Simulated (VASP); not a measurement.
Input of a VASP 6.6.1 run:

Contents of INCAR:

```
PREC = Accurate
ENCUT = 520
EDIFF = 1E-7
ISMEAR = 0
SIGMA = 0.2
LREAL = False
LASPH = True
NELM = 60
ALGO = Normal
ISIF = 2
LWAVE = False
LCHARG = True
GGA = PE
LELF = True
LVHAR = True
NBANDS = 62
```

Contents of KPOINTS:

```
regular mesh
0
Gamma
  6 4 2
```

File POSCAR:

```
Ga2SeS3
1.0
    3.7162563740     -0.0002823012     -0.0294140399
    0.0001428872      6.2594368806     -0.0204670360
   -0.1401881080     -0.0613329658     14.3676243747
Ga Se S
4 2 6
Direct
    0.9790123813      0.3334436688      0.1133686528
    0.4791619652      0.8342891780      0.1135236933
    0.9907185570      0.3363566310      0.2855761034
    0.4908126709      0.8372330553      0.2855830035
    1.0252016925     -0.0879894656      0.6307591431
    0.5251579477      0.5596239770      0.6366666119
    1.0344339345     -0.0828127102      0.7727734533
    0.5357614031      0.5850388869      0.7783066643
    0.4739443222      0.1684008825      0.0393786995
    0.9740837262      0.6685167214      0.0397749150
    0.4958329610      0.1739847334      0.3602835918
    0.9958784385      0.6739144415      0.3600054679
```

Potentials or basis: VASP PAW PBE potentials, release 64 (Ga_d, Se, S).

Command:

```sh
$ cat potpaw_PBE.64/Ga_d/POTCAR potpaw_PBE.64/Se/POTCAR potpaw_PBE.64/S/POTCAR > POTCAR
$ mpirun -np 1 vasp_std > vasp.out
```

Q: Estimate the band gap on the k mesh.

A: 0.81 eV (least direct gap 0.84 eV).

Q: What does it give for the pressure?

A: 0.0 GPa.

Forces on the atoms (eV/Å):
```
Ga   0.001  0.002  0.010
Ga   0.000  0.001  0.008
Ga   0.000  0.003 -0.008
Ga  -0.001  0.001 -0.007
Se   0.001 -0.009  0.025
Se   0.000  0.006  0.023
S   -0.001  0.002 -0.026
S    0.000 -0.005 -0.027
S    0.000 -0.002 -0.011
S    0.000  0.001 -0.012
S    0.000  0.000  0.011
S    0.000  0.000  0.015
```

A k mesh can miss the band edges.
